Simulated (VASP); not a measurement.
# AlN (I4/mmm) in VASP: notebook

AlN is run at these levels: PBE; tasks: single point.

Program: VASP 6.6.1. These are calculated values, not measurements. Logs are shortened: lines on timing, memory, paths and dates and some standing lists are left out, and cuts for length are marked.

### 1 The cell of the first run

It takes space group I4/mmm (No. 139, tetragonal). The conventional cell has a = 2.797 Å, b = 2.797 Å, c = 3.916 Å, α = 90.00°, β = 90.00°, γ = 90.00°. Al (site symmetry 4/mmm) has 6 N at 1.96 to 1.98 Å within 2.6 Å. Within 2.6 Å of N (site symmetry 4/mmm) lie 6 Al at 1.96 to 1.98 Å.

### 2 Single point, PBE (zz strain of -1 %)

Input file INCAR:

```
PREC = Accurate
ENCUT = 520
EDIFF = 1E-7
ISMEAR = -1
SIGMA = 0.02
LREAL = False
LASPH = True
NELM = 80
ALGO = Normal
ISIF = 2
LWAVE = False
LCHARG = False
GGA = PE
NBANDS = 11
```

Input file KPOINTS:

```
regular mesh
0
Gamma
  10 10 10
```

Input file POSCAR:

```
AlN
1.0
    0.0000000000      1.9780000000      1.9582200000
    1.9780000000      0.0000000000      1.9582200000
    1.9780000000      1.9780000000      0.0000000000
Al N
1 1
Direct
    0.0000000000      0.0000000000      0.0000000000
    0.5000000000      0.5000000000      0.5000000000
```

Potentials or basis: VASP PAW PBE potentials, release 64 (Al, N).

On the command line:

```bash
$ cat potpaw_PBE.64/Al/POTCAR potpaw_PBE.64/N/POTCAR > POTCAR
$ mpirun -np 1 vasp_std > vasp.out
```

OUTCAR:

```text
PREC = Accurate
   ENCUT = 520
   EDIFF = 1E-7
   ISMEAR = -1
   LREAL = False
   LASPH = True
   NELM = 80
   ISIF = 2
   GGA = PE

 ion  position               nearest neighbor table
   1  0.000  0.000  0.000-   2 1.96   2 1.96   2 1.98   2 1.98   2 1.98   2 1.98
   2  0.500  0.500  0.500-   1 1.96   1 1.96   1 1.98   1 1.98   1 1.98   1 1.98

  LATTYP: Found a body centered tetragonal cell.
 ALAT       =     2.7973144264
 C/A-ratio  =     1.4000714267

  Lattice vectors:

 A1 = (   0.0000000000,  -1.9780000000,  -1.9582200000)
 A2 = (   0.0000000000,   1.9780000000,  -1.9582200000)
 A3 = (   1.9780000000,   0.0000000000,   1.9582200000)

Analysis of symmetry for initial positions (statically):
=====================================================================
 Subroutine PRICEL returns:
 Original cell was already a primitive cell.

 Routine SETGRP: Setting up the symmetry group for a
 body centered tetragonal supercell.

 Subroutine GETGRP returns: Found 16 space group operations
 (whereof 16 operations were pure point group operations)
 out of a pool of 16 trial point group operations.

The static configuration has the point symmetry D_4h.

Analysis of symmetry for dynamics (positions and initial velocities):
=====================================================================
 Subroutine PRICEL returns:
 Original cell was already a primitive cell.

 Routine SETGRP: Setting up the symmetry group for a
 body centered tetragonal supercell.

 Subroutine GETGRP returns: Found 16 space group operations
 (whereof 16 operations were pure point group operations)
 out of a pool of 16 trial point group operations.

The dynamic configuration has the point symmetry D_4h.

 Subroutine INISYM returns: Found 16 space group operations
 (whereof 16 operations are pure point group operations),
 and found     1 'primitive' translations

----------------------------------------------------------------------------------------

                                     Primitive cell

  volume of cell :      15.3230

  direct lattice vectors                    reciprocal lattice vectors
     0.000000000  1.978000000  1.958220000    -0.252780586  0.252780586  0.255333926
     1.978000000  0.000000000  1.958220000     0.252780586 -0.252780586  0.255333926
     1.978000000  1.978000000  0.000000000     0.252780586  0.252780586 -0.255333926

  length of vectors
     2.783362996  2.783362996  2.797314426     0.439307937  0.439307937  0.439307937

  position of ions in fractional coordinates (direct lattice)
     0.000000000  0.000000000  0.000000000
     0.500000000  0.500000000  0.500000000

  ion indices of the primitive-cell ions
   primitive index   ion index
                 1           1
                 2           2

----------------------------------------------------------------------------------------

 KPOINTS: regular mesh

Automatic generation of k-mesh.
 Grid dimensions read from file:
 generate k-points for:   10   10   10

 Generating k-lattice:

  Cartesian coordinates                     Fractional coordinates (reciprocal lattice)
    -0.025278059  0.025278059  0.025533393     0.100000000  0.000000000  0.000000000
     0.025278059 -0.025278059  0.025533393     0.000000000  0.100000000  0.000000000
     0.025278059  0.025278059 -0.025533393    -0.000000000 -0.000000000  0.100000000

  Length of vectors
     0.043930794  0.043930794  0.043930794

  Shift w.r.t. Gamma in fractional coordinates (k-lattice)
     0.000000000  0.000000000  0.000000000

 Subroutine IBZKPT returns following result:
 ===========================================

 Found    102 irreducible k-points:

 Following reciprocal coordinates:
            Coordinates               Weight
  0.000000  0.000000  0.000000      1.000000
  0.100000  0.000000  0.000000      8.000000
  0.200000  0.000000  0.000000      8.000000
  0.300000  0.000000  0.000000      8.000000
  0.400000  0.000000  0.000000      8.000000
  0.500000  0.000000  0.000000      4.000000
[... 16 lines left out ...]
  0.300000  0.300000  0.000000      2.000000
  0.400000  0.300000  0.000000      8.000000
 [... further k-points ...]
   k-points           NKPTS =    102   k-points in BZ     NKDIM =    102   number of bands    NBANDS=     11
   number of dos      NEDOS =    301   number of ions     NIONS =      2
   total plane-waves  NPLWV =  13824
   dimension x,y,z NGX =    24 NGY =   24 NGZ =   24
   dimension x,y,z NGXF=    48 NGYF=   48 NGZF=   48
   ions per type =               1   1
   NGX,Y,Z   is equivalent  to a cutoff of  14.33, 14.33, 14.26 a.u.
   NGXF,Y,Z  is equivalent  to a cutoff of  28.67, 28.67, 28.53 a.u.
 SYSTEM =  unknown system
   PREC   = accura    normal or accurate (medium, high low for compatibility)
   ISTART =      0    job   : 0-new  1-cont  2-samecut
   ICHARG =      2    charge: 1-file 2-atom 10-const
   ISPIN  =      1    spin polarized calculation?
   LNONCOLLINEAR =      F non collinear calculations
   LSORBIT =      F    spin-orbit coupling
   LASPH  =      T    aspherical Exc in radial PAW
   ENCUT  =  520.0 eV  38.22 Ry    6.18 a.u.   5.18  5.18  5.20*2*pi/ulx,y,z
   NELM   =     80;   NELMIN=  2; NELMDL= -5     # of ELM steps
   EDIFF  = 0.1E-06   stopping-criterion for ELM
   LREAL  =      F    real-space projection
   EDIFFG = 0.1E-05   stopping-criterion for IOM
   NSW    =      0    number of steps for IOM
   IBRION =     -1    ionic relax: 0-MD 1-quasi-New 2-CG
   NFREE  =      0    steps in history (QN), initial steepest desc. (CG)
   ISIF   =      2    stress and relaxation
   ISYM   =      2    0-nonsym 1-usesym 2-fastsym
   POTIM  = 0.5000    time-step for ionic-motion
   TEBEG  =    0.0;   TEEND  =   0.0 temperature during run
   PSTRESS=    0.0 pullay stress
   NELECT =       8.0000    total number of electrons
   NUPDOWN=      -1.0000    fix difference up-down
   EMIN   =  10.00;   EMAX   =-10.00  energy-range for DOS
   EFERMI =   0.00;   METHOD = LEGACY
   ISMEAR =    -1;   SIGMA  =   0.02  broadening in eV -4-tet -1-fermi 0-gaus
   EFERMI_NEDOS =   21; number of points for ismear=-14 and -15
   IALGO  =     38    algorithm
   IMIX   =      4    mixing-type and parameters
     AMIX     =   0.40;   BMIX     =  1.00
     AMIX_MAG =   1.60;   BMIX_MAG =  1.00
  volume/ion in A,a.u.               =       7.66        51.70
  Fermi-wavevector in a.u.,A,eV,Ry     =   1.318227  2.491087 23.643142  1.737722
  Thomas-Fermi vector in A             =   2.448212
   LORBIT       =      0    0 simple, 1 ext, 2 COOP (PROOUT), +10 PAW based schemes
   GGA     = PE    functional components
   LHFCALC =     F    Hartree Fock is set to
   AEXX    =    0.0000 exact exchange contribution
   IVDW    =     0    specifies the selected vdW correction
   LEPSILON=     F    determine dielectric tensor
   LRPA    =     F    only Hartree local field effects (RPA)
 non-spin polarized calculation
  energy-cutoff  :      520.00
  volume of cell :       15.32
 maximum number of plane-waves:       436
 NGX is ok and might be reduce to    24
   NGX = 11   NGY = 11   NGZ = 11

 number of electron       8.0000000 magnetization

 Free energy of the ion-electron system (eV)
  ---------------------------------------------------
  ext. energy  EPLUGINS =         0.00000000
  ---------------------------------------------------
  free energy    TOTEN  =       -14.41703611 eV

  energy without entropy =      -14.41703611  energy(sigma->0) =      -14.41703611

 E-fermi :  11.4780     XC(G=0): -12.6435

 val. band max:       10.9974630344   @ k =   0.0000   0.0000   0.0000
 cond. band min:      16.0716515805   @ k =   0.5000   0.5000   0.0000
 fundamental gap:      5.0741885461
 Fermi energy:        11.4780415755

 k-point     1 :       0.0000    0.0000    0.0000
  band No.  band energies     occupation
      1      -7.2849      2.00000
      2      10.9260      2.00000
      3      10.9975      2.00000
      4      10.9975      2.00000
      5      17.7830      0.00000
      6      23.3366      0.00000
      7      23.3366      0.00000
      8      23.4776      0.00000
      9      28.7337      0.00000
     10      29.1516      0.00000
     11      29.5042      0.00000

 k-point     2 :       0.1000    0.0000    0.0000
  band No.  band energies     occupation
      1      -7.0646      2.00000
      2       9.9451      2.00000
      3      10.8170      2.00000
      4      10.8516      2.00000
      5      18.3559      0.00000
      6      22.4899      0.00000
      7      23.6728      0.00000
      8      23.7730      0.00000
      9      27.8052      0.00000
     10      28.0938      0.00000
     11      30.1762      0.00000

 k-point     3 :       0.2000    0.0000    0.0000
  band No.  band energies     occupation
      1      -6.4223      2.00000
      2       7.7091      2.00000
      3      10.4910      2.00000
      4      10.4999      2.00000
      5      18.7476      0.00000
      6      22.2527      0.00000
      7      23.9836      0.00000
      8      24.1653      0.00000
      9      27.2126      0.00000
     10      27.3539      0.00000
     11      29.7433      0.00000

 k-point     4 :       0.3000    0.0000    0.0000
  band No.  band energies     occupation
      1      -5.4313      2.00000
      2       5.2306      2.00000
      3      10.1128      2.00000
      4      10.1311      2.00000
      5      18.2254      0.00000
      6      23.3534      0.00000
      7      23.5353      0.00000
      8      23.6020      0.00000
      9      28.7253      0.00000
     10      28.7492      0.00000
     11      28.8695      0.00000
[... 239 lines left out ...]
 k-point    22 :      -0.2000    0.2000    0.0000
  band No.  band energies     occupation
      1      -5.1242      2.00000
      2       5.8982      2.00000
      3       7.7676      2.00000
      4      10.1659      2.00000
      5      20.3865      0.00000
      6      21.3544      0.00000
      7      22.7379      0.00000
      8      24.2375      0.00000
      9      26.3391      0.00000
     10      30.8858      0.00000
     11      33.0324      0.00000

 k-point    23 :       0.3000    0.3000    0.0000
  band No.  band energies     occupation
      1      -4.8163      2.00000
      2       5.9506      2.00000
      3       8.7605      2.00000
      4       8.7605      2.00000
      5      17.5708      0.00000
      6      18.6718      0.00000
      7      23.7379      0.00000
      8      27.4638      0.00000
      9      27.4638      0.00000
     10      32.1227      0.00000
     11      36.3148      0.00000

 k-point    24 :       0.4000    0.3000    0.0000
  band No.  band energies     occupation
      1      -3.9771      2.00000
      2       4.8203      2.00000
      3       7.9434      2.00000
      4       8.4766      2.00000
      5      17.3798      0.00000
      6      18.3155      0.00000
      7      24.1458      0.00000
      8      27.4617      0.00000
      9      28.3504      0.00000
     10      33.6016      0.00000
     11      36.9929      0.00000

 [... further k-points ...]
[... 5 lines left out ...]
  --------------------------------------------------------------------------------------
  -------------------------------------------------------------------------------------
  Total        2.6169662      2.6169662      3.0455441      0.0000000      0.0000000      0.0000000
  in kB      273.6305878    273.6305878    318.4427932      0.0000000      0.0000000      0.0000000
  external PRESSURE =     288.5679896 kB  Pullay stress =       0.0000000 kB

 VOLUME and BASIS-vectors are now :
 -----------------------------------------------------------------------------
  energy-cutoff  :      520.00
  volume of cell :       15.32
      direct lattice vectors                 reciprocal lattice vectors
     0.000000000  1.978000000  1.958220000    -0.252780586  0.252780586  0.255333926
     1.978000000  0.000000000  1.958220000     0.252780586 -0.252780586  0.255333926
     1.978000000  1.978000000  0.000000000     0.252780586  0.252780586 -0.255333926

 POSITION                                       TOTAL-FORCE (eV/Angst)
 -----------------------------------------------------------------------------------
      0.00000      0.00000      0.00000         0.000000      0.000000     -0.000000
      1.97800      1.97800      1.95822         0.000000     -0.000000      0.000000
 -----------------------------------------------------------------------------------
    total drift:                               -0.000000     -0.000000      0.000000

  FREE ENERGIE OF THE ION-ELECTRON SYSTEM (eV)
  ---------------------------------------------------
  free  energy   TOTEN  =       -14.4170361054 eV

  energy  without entropy=      -14.4170361054  energy(sigma->0) =      -14.41703611
```

Run time: 17 s. Hardware: 1 thread of AMD EPYC 7R13 (Zen 3), shared host; peak memory 0.11 GiB.

Results:

```
Free energy            : -14.4170 eV
Pressure               : 28.9 GPa
Band gap on the k mesh : 5.07 eV, indirect (least direct gap 6.79 eV)
```

Stress tensor (GPa, compression positive):
```
27.36  0.00  0.00
 0.00 27.36  0.00
 0.00  0.00 31.84
```

Caveat: the cell differs from its parent crystal (zz strain of -1 %).

### 3 Single point, PBE (zz strain of +2 %)

INCAR: that of step 2 with these lines changed.

```diff
@@ -2,3 +2,3 @@
 ENCUT = 520
-EDIFF = 1E-7
+EDIFF = 1E-6
 ISMEAR = -1
@@ -7,3 +7,3 @@
 LASPH = True
-NELM = 80
+NELM = 60
 ALGO = Normal
```

Input file KPOINTS:

```
Automatic mesh
0
Gamma
  10 10 10
```

Input file POSCAR:

```
AlN
1.0
    0.0000000000      1.9780000000      2.0175600000
    1.9780000000      0.0000000000      2.0175600000
    1.9780000000      1.9780000000      0.0000000000
Al N
1 1
Direct
    0.0000000000      0.0000000000      0.0000000000
    0.5000000000      0.5000000000      0.5000000000
```

Potentials or basis: VASP PAW PBE potentials, release 64 (Al, N).

On the command line:

```bash
$ cat potpaw_PBE.64/Al/POTCAR potpaw_PBE.64/N/POTCAR > POTCAR
$ mpirun -np 1 vasp_std > vasp.out
```

Wall time 15 s (1 thread of AMD EPYC 7R13 (Zen 3), shared host); peak memory 0.11 GiB.

The run converged. Its results:

```
Free energy            : -14.4824 eV
Pressure               : 18.8 GPa
Band gap on the k mesh : 4.90 eV, indirect (least direct gap 6.26 eV)
```

Stress tensor (GPa, compression positive):
```
21.20  0.00  0.00
 0.00 21.20  0.00
 0.00  0.00 13.96
```

Levels at points of the mesh, in eV from the valence-band top:
| k point | band 1 | band 2 | band 3 | band 4 | band 5 | band 6 | band 7 | band 8 | band 9 |
| --- | --- | --- | --- | --- | --- | --- | --- | --- | --- |
| (0.00, 0.00, 0.00) | -18.06 | -0.14 | -0.14 | 0.00 | 6.26 | 12.05 | 12.32 | 12.32 | 17.50 |
| (0.50, 0.00, 0.00) | -14.62 | -8.69 | -1.30 | -1.21 | 6.32 | 11.08 | 11.52 | 13.89 | 16.53 |
| (0.50, 0.50, 0.00) | -13.69 | -7.85 | -2.90 | -2.90 | 5.11 | 5.27 | 14.36 | 18.04 | 18.04 |
| (0.50, 0.00, 0.50) | -13.52 | -7.75 | -3.19 | -2.93 | 4.90 | 5.07 | 14.61 | 17.48 | 18.17 |

Caveat: the cell differs from its parent crystal (zz strain of +2 %).

### 4 Single point, PBE (zz strain of +3 %)

Input file INCAR:

```
ALGO = Normal
EDIFF = 1E-6
ENCUT = 520
GGA = PE
ISIF = 2
ISMEAR = -1
LASPH = T
LCHARG = F
LREAL = F
LWAVE = F
NBANDS = 11
NELM = 60
PREC = Accurate
SIGMA = 0.02
```

Input file KPOINTS:

```
k-points
0
Gamma
  10 10 10
```

Input file POSCAR:

```
AlN
1.0
    0.0000000000      1.9780000000      2.0373400000
    1.9780000000      0.0000000000      2.0373400000
    1.9780000000      1.9780000000      0.0000000000
Al N
1 1
Direct
    0.0000000000      0.0000000000      0.0000000000
    0.5000000000      0.5000000000      0.5000000000
```

On the command line:

```bash
$ cat potpaw_PBE.64/Al/POTCAR potpaw_PBE.64/N/POTCAR > POTCAR
$ mpirun -np 1 vasp_std > vasp.out
```

Run time: 15 s. Hardware: 1 thread of AMD EPYC 7R13 (Zen 3), shared host; peak memory 0.11 GiB.

The run converged. Its results:

* Free energy: -14.4936 eV
* Pressure: 15.9 GPa
* Band gap on the k mesh: 4.74 eV, indirect (least direct gap 6.06 eV)

Stress tensor (GPa, compression positive):
```
19.30  0.00  0.00
 0.00 19.30  0.00
 0.00  0.00  9.20
```

Levels at points of the mesh, in eV from the valence-band top:
```csv
k point,band 1,band 2,band 3,band 4,band 5,band 6,band 7,band 8,band 9
"(0.00, 0.00, 0.00)",-18.02,-0.20,-0.20,0.00,6.06,11.89,12.30,12.30,17.40
"(0.50, 0.00, 0.00)",-14.61,-8.67,-1.34,-1.22,6.20,10.88,11.52,13.70,16.38
"(0.50, 0.50, 0.00)",-13.75,-7.85,-2.87,-2.87,5.04,5.31,14.11,17.91,17.91
"(0.50, 0.00, 0.50)",-13.49,-7.71,-3.29,-2.90,4.74,5.02,14.49,17.09,18.10
```

Caveat: the cell differs from its parent crystal (zz strain of +3 %).

### 5 Single point, PBE (equal xx and yy strain of +2 %)

Input file INCAR:

```
  PREC = Accurate
  ENCUT = 520
  EDIFF = 1E-6
  ISMEAR = -1
  SIGMA = 0.02
  LREAL = F
  LASPH = T
  NELM = 100
  ALGO = Normal
  ISIF = 2
  LWAVE = F
  LCHARG = F
  GGA = PE
  NBANDS = 11
```

Input file KPOINTS:

```
Automatic mesh
0
Gamma
  10 10 10
```

Input file POSCAR:

```
AlN
1.0
    0.0000000000      2.0175600000      1.9780000000
    2.0175600000      0.0000000000      1.9780000000
    2.0175600000      2.0175600000      0.0000000000
Al N
1 1
Direct
    0.0000000000      0.0000000000      0.0000000000
    0.5000000000      0.5000000000      0.5000000000
```

On the command line:

```bash
$ cat potpaw_PBE.64/Al/POTCAR potpaw_PBE.64/N/POTCAR > POTCAR
$ mpirun -np 1 vasp_std > vasp.out
```

Wall time 15 s (1 thread of AMD EPYC 7R13 (Zen 3), shared host); peak memory 0.11 GiB.

Results (log left out):

| Property | Result |
| --- | --- |
| Free energy | -14.5133 eV |
| Pressure | 12.6 GPa |
| Band gap on the k mesh | 4.69 eV, indirect (least direct gap 6.00 eV) |

Stress tensor (GPa, compression positive):
```
10.31  0.00  0.00
 0.00 10.31  0.00
 0.00  0.00 17.18
```

Levels at points of the mesh, in eV from the valence-band top:
| k point | band 2 | band 3 | band 4 | band 5 | band 6 | band 7 |
| --- | --- | --- | --- | --- | --- | --- |
| (0.00, 0.00, 0.00) | -0.15 | 0.00 | 0.00 | 6.00 | 12.12 | 12.12 |
| (0.50, 0.00, 0.00) | -8.52 | -1.21 | -1.14 | 6.24 | 10.94 | 11.42 |
| (0.50, 0.50, 0.00) | -7.54 | -3.01 | -3.01 | 4.69 | 5.08 | 14.49 |
| (0.50, 0.00, 0.50) | -7.64 | -2.99 | -2.73 | 4.88 | 5.28 | 14.24 |

Caveat: the cell differs from its parent crystal (equal xx and yy strain of +2 %). A k mesh can miss the band edges.

### 6 Summary

```tsv
cell	gap on the mesh (eV)	pressure (GPa)
a = 2.783, b = 2.783, c = 2.797 Å, angles 59.8, 59.8, 60.3°, 2 atoms	5.07	28.9
a = 2.825, b = 2.825, c = 2.797 Å, angles 60.3, 60.3, 59.3°, 2 atoms	4.90	18.8
a = 2.840, b = 2.840, c = 2.797 Å, angles 60.5, 60.5, 59.0°, 2 atoms	4.74	15.9
a = 2.825, b = 2.825, c = 2.853 Å, angles 59.7, 59.7, 60.7°, 2 atoms	4.69	12.6
```

Alike in all rows: task single point; level PBE; potentials or basis VASP PAW PBE potentials, release 64 (Al, N); no spin polarisation; k mesh 10 × 10 × 10; cutoff (eV) 520; smearing fermi-dirac 0.02 eV.

Absolute energies hang on the potentials; compare differences alone.
